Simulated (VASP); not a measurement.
Wanted: the native input for a VASP 6.6.1 run.

```
Task                   : single point
Functional             : r2SCAN
Dispersion             : rVV10
Potentials or basis    : VASP PAW PBE potentials, release 64 (Sb, Ga_d)
Cutoff                 : 520 eV
k mesh                 : 8 × 8 × 8
Occupations            : fermi-dirac, width 0.05 eV
Spin                   : no spin polarisation
Dipole correction      : no
Further INCAR settings : ALGO = Normal; EDIFF = 1e-07; NBANDS = 16
```

GaSb:

```
Sb Ga
1.0
     0.00000    3.01766    3.01766
     3.01766    0.00000    3.01766
     3.01766    3.01766    0.00000
Sb Ga
1 1
Direct
  0.75000 0.75000 0.75000
  0.00000 0.00000 0.00000
```

The input as run:

POSCAR

```
GaSb
1.0
    0.0000000000      3.0176570942      3.0176570942
    3.0176570942      0.0000000000      3.0176570942
    3.0176570942      3.0176570942      0.0000000000
Sb Ga
1 1
Direct
    0.7500000000      0.7500000000      0.7500000000
    0.0000000000      0.0000000000      0.0000000000
```

INCAR.step1

```
SYSTEM = GaSb
PREC = Accurate ; ENCUT = 520
ISMEAR = -1 ; SIGMA = 0.05
LREAL = .False. ; LASPH = .True.
NELM = 60 ; NBANDS = 16
GGA = PE ; ALGO = Normal
EDIFF = 1E-4 ; LWAVE = .True.
LCHARG = .False.
```

INCAR.step2

```
SYSTEM = GaSb
PREC = Accurate ; ENCUT = 520
EDIFF = 1E-7 ; ISMEAR = -1
SIGMA = 0.05 ; LREAL = .False.
LASPH = .True. ; NELM = 60
ALGO = Normal ; ISIF = 2
LWAVE = .False. ; LCHARG = .False.
METAGGA = R2SCAN ; LMIXTAU = .True.
LUSE_VDW = .True. ; IVDW_NL = 2
BPARAM = 11.95 ; CPARAM = 0.0093
NBANDS = 16 ; ISTART = 1
```

KPOINTS

```
regular mesh
0
Gamma
  8 8 8
  0 0 0
```

Potentials or basis: VASP PAW PBE potentials, release 64 (Sb, Ga_d).

Launch:

```console
$ cat potpaw_PBE.64/Sb/POTCAR potpaw_PBE.64/Ga_d/POTCAR > POTCAR
$ cp INCAR.step1 INCAR
$ mpirun -np 1 vasp_std > vasp.out
$ cp INCAR.step2 INCAR
$ mpirun -np 1 vasp_std > vasp.out
```

It gave:

| Quantity | Value |
| --- | --- |
| Pressure | 2.3 GPa |
| Band gap on the k mesh | 0.76 eV, indirect (least direct gap 0.76 eV) |

Caveat: the PAW data sets were made with another functional, which shifts forces and pressure a little; spin-orbit coupling is left out, which moves the levels of the heavy elements.

Run time: 2.5 min on 1 thread of AMD EPYC 7R43 64-Core Processor (Zen 3), on a shared host, peak memory 0.29 GiB.
